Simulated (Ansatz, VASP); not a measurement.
# One calculation of C, two programs

```
C
1.0
     2.49731    0.00000    0.00000
    -1.24865    2.16273    0.00000
     0.00000    0.00000   16.50980
C
2
Direct
  0.83333 0.16667 0.50001
  0.16667 0.83333 0.49999
```

Alike in both runs: task single point; functional LDA; k mesh 14 × 14 × 1; occupations fermi-dirac, width 0.02 eV; no spin polarisation.

|  | VASP | Ansatz |
| --- | --- | --- |
| version | VASP 6.6.1 | Ansatz 0.2.0 |
| potentials or method | VASP PAW LDA potentials, release 64 (C), cutoff 520 eV | all-electron PAW with datasets made for the slab, scalar-relativistic |

```tsv
	VASP	Ansatz	Ansatz less VASP
gap on the k mesh at the Fermi level (eV)	1.17	1.17	0.000
```

LDA's correlation is that of Perdew and Zunger in VASP and of Perdew and Wang (1992) in Ansatz. Ansatz ran all-electron here, and VASP with PAW potentials. Ansatz's warnings: structure snapped to symmetry.
